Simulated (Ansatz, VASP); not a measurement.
**BeCo: VASP beside Ansatz**

```xyz
2
Lattice="2.7063 0.0000 0.0000 0.0000 2.7063 0.0000 0.0000 0.0000 2.7063" Properties=species:S:1:pos:R:3 pbc="T T T"
Be    0.0000    0.0000    0.0000
Co    1.3532    1.3532    1.3532
```

Alike in both runs: task single point; functional LDA; k mesh 11 × 11 × 11; occupations fermi-dirac, width 0.05 eV; collinear spin.

|  | VASP | Ansatz |
| --- | --- | --- |
| version | VASP 6.6.1 | Ansatz 0.2.0 |
| potentials or method | VASP PAW LDA potentials, release 64 (Be, Co), cutoff 520 eV | plane waves, PAW |
| valence electrons in the cell | 11 | 19 |

Ansatz gave:

- net moment per atom (μB): 0.22
- size of the moment on the site where the two differ most (μB): 0.47

Task: Estimate VASP's values.

Result: net moment per atom (μB): 0.21; size of the moment on the site where the two differ most (μB): 0.45.

LDA's correlation is that of Perdew and Zunger in VASP and of Perdew and Wang (1992) in Ansatz. Site moments also hang on the region over which each program counts them. VASP's potentials hold 11 valence electrons a cell and Ansatz's 19, so a difference there can come from the potentials and not from the codes. Ansatz's warnings: given moment on shells.
